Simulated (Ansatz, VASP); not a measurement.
Given: the input of a run of Ansatz 0.2.0 on PbF2.

Contents of input.yaml:

```yaml
crystal:
  lattice:
    - [0.0, 2.903160167, 2.903160167]
    - [2.903160167, 0.0, 2.903160167]
    - [2.903160167, 2.903160167, 0.0]
  atoms:
    - { symbol: Pb, position: [0.0, 0.0, 0.0] }
    - { symbol: F, position: [0.75, 0.75, 0.75] }
    - { symbol: F, position: [0.25, 0.25, 0.25] }
hamiltonian:
  xc: lda
  pseudopotentials: { kind: paw }
kpoints:
  mp_grid: { grid: [7, 7, 7] }
scf:
  occupations: { method: fermi_dirac, width: 0.05 }
output:
  forces: true
  stress: true
  eigenvalues: true
```

Potentials or basis: Ansatz PAW.

Command:

```sh
$ ansatz run input.yaml --threads 1 --pin off --max-ram 3584MiB --backend cpu --events-out ev --progress --plain --runs-dir out
```

Set up the same calculation for VASP 6.6.1. Potentials there: VASP PAW LDA potentials, release 64 (Pb_d, F).

As run (the cutoff follows the program's own potentials):

Contents of INCAR:

```
SYSTEM = PbF2
PREC = Accurate
ENCUT = 600
EDIFF = 1E-6
ISMEAR = -1
SIGMA = 0.05
LREAL = .False.
LASPH = .True.
NELM = 120
ALGO = Normal
ISIF = 2
LWAVE = .False.
LCHARG = .False.
NBANDS = 21
GGA_COMPAT = .False.
```

The input KPOINTS:

```
Automatic mesh
0
Gamma
  7 7 7
  0 0 0
```

File POSCAR:

```
PbF2
1.0
    0.0000000000      2.9031601670      2.9031601670
    2.9031601670      0.0000000000      2.9031601670
    2.9031601670      2.9031601670      0.0000000000
Pb F
1 2
Direct
    0.0000000000      0.0000000000      0.0000000000
    0.7500000000      0.7500000000      0.7500000000
    0.2500000000      0.2500000000      0.2500000000
```

Potentials or basis: VASP PAW LDA potentials, release 64 (Pb_d, F).

Command:

```sh
$ cat potpaw_LDA.64/Pb_d/POTCAR potpaw_LDA.64/F/POTCAR > POTCAR
$ mpirun -np 1 vasp_std > vasp.out
```

Both were run:

|  | VASP | Ansatz | Ansatz less VASP |
| --- | --- | --- | --- |
| gap on the k mesh at the Fermi level (eV) | 4.23 | 4.27 | +0.043 |
| least direct gap on the mesh (eV) | 4.47 | 4.51 | +0.042 |
| pressure (GPa) | 0.2 | 0.2 | +0.01 |

LDA's correlation is that of Perdew and Zunger in VASP and of Perdew and Wang (1992) in Ansatz.

Spin-orbit coupling is off throughout. Noted on Ansatz's run: odd divisions of the mesh miss points on the zone boundary, where band edges often lie, so the gap on the mesh can be too wide.
